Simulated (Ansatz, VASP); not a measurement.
**Two plane-wave programs on AlC**

```
Al C
1.0
     1.49922   -5.58442    0.00000
     1.49922    5.58442    0.00000
     0.00000    0.00000    2.51910
Al C
2 2
Direct
  0.84532 0.15468 0.75000
  0.15468 0.84532 0.25000
  0.53464 0.46536 0.75000
  0.46536 0.53464 0.25000
```

Alike in both runs: functional PBE; k mesh 6 × 6 × 6; occupations gaussian, width 0.1 eV; no spin polarisation.

Ansatz relaxed the structure, and its values are those at the end. VASP's run is a single point on that final structure, the one shown.

|  | VASP | Ansatz |
| --- | --- | --- |
| version | VASP 6.6.1 | Ansatz 0.2.0 |
| potentials or method | VASP PAW PBE potentials, release 64 (Al, C), cutoff 520 eV | scalar-relativistic, plane waves, PAW |
| valence electrons in the cell | 14 | 14 |

VASP gave:

| Property | Result |
| --- | --- |
| gap on the k mesh at the Fermi level (eV) | none |
| pressure (GPa) | 0.3 |
| rms of the force components (eV/Å) | 0.018 |

Problem. What did Ansatz give for the same quantities?

Solution. gap on the k mesh at the Fermi level (eV): none; pressure (GPa): 0.2; rms of the force components (eV/Å): 0.006.

A gap of «none» marks a metal or a gap that the smearing closes.

The k mesh is coarse, so the values compare programs but aren't converged.
